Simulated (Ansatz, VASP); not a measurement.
# YAuC6N6: VASP beside Ansatz

```
Y C Au N
1.0
     0.00000    5.28350    5.28350
     5.28350    0.00000    5.28350
     5.28350    5.28350    0.00000
Y C Au N
1 6 1 6
Cartesian
  0.0000 0.0000 0.0000
  2.1060 5.2835 5.2835
  5.2835 2.1060 5.2835
  5.2835 5.2835 2.1060
  8.4610 5.2835 5.2835
  5.2835 8.4610 5.2835
  5.2835 5.2835 8.4610
  5.2835 5.2835 5.2835
  3.2760 5.2835 5.2835
  5.2835 3.2760 5.2835
  5.2835 5.2835 3.2760
  7.2910 5.2835 5.2835
  5.2835 7.2910 5.2835
  5.2835 5.2835 7.2910
```

Alike in both runs: task single point; functional PBE; k mesh 4 × 4 × 4; occupations gaussian, width 0.1 eV; no spin polarisation.

|  | VASP | Ansatz |
| --- | --- | --- |
| version | VASP 6.6.1 | Ansatz 0.2.0 |
| potentials or method | VASP PAW PBE potentials, release 64 (Y_sv, C, Au, N), cutoff 520 eV | scalar-relativistic, plane waves, PAW |
| valence electrons in the cell | 76 | 84 |

|  | VASP | Ansatz | Ansatz less VASP |
| --- | --- | --- | --- |
| gap on the k mesh at the Fermi level (eV) | none | none | - |
| pressure (GPa) | 21.1 | 21.0 | -0.17 |
| rms of the force components (eV/Å) | 2.244 | 2.449 | +0.2048 |

Atom by atom the forces differ by 0.214 eV/Å (rms over components). A gap of «none» marks a metal or a gap that the smearing closes. VASP's potentials hold 76 valence electrons a cell and Ansatz's 84, so a difference there can come from the potentials and not from the codes.

Spin-orbit coupling is off throughout. Noted on VASP's run: the standard files for N, O and F lose accuracy on very short bonds.
